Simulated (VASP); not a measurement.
A run of VASP 6.6.1:

The input INCAR:

```
SYSTEM = Ga2Pt
ALGO = Normal
EDIFF = 1E-6
ENCUT = 520
ISIF = 2
ISMEAR = 0
LASPH = .TRUE.
LCHARG = .TRUE.
LELF = .TRUE.
LREAL = .FALSE.
LVHAR = .TRUE.
LWAVE = .FALSE.
NBANDS = 25
NELM = 60
PREC = Accurate
SIGMA = 0.05
```

The input KPOINTS:

```
k-points
0
G
  9 9 9
  0 0 0
```

The input POSCAR:

```
Ga2Pt
1.0
    4.1293531330      0.0000000000      0.0000000000
    2.0646765665      3.5761247143      0.0000000000
    2.0646765665      1.1920415714      3.3716027145
Ga Pt
2 1
Direct
    0.2500000000      0.2500000000      0.2500000000
    0.7500000000      0.7500000000      0.7500000000
    0.0000000000      0.0000000000      0.0000000000
```

Potentials or basis: VASP PAW LDA potentials, release 64 (Ga_d, Pt).

Command:

```bash
$ cat potpaw_LDA.64/Ga_d/POTCAR potpaw_LDA.64/Pt/POTCAR > POTCAR
$ mpirun -np 1 vasp_std > vasp.out
```

Hardware: 1 thread of AMD EPYC 7R13, with other jobs on the host.

Question: Estimate the wall time of this run.

Answer: Wall time 72 s on 1 thread of AMD EPYC 7R13, with other jobs on the host, peak memory 0.15 GiB. Counts: scf iterations 12, k points 35.
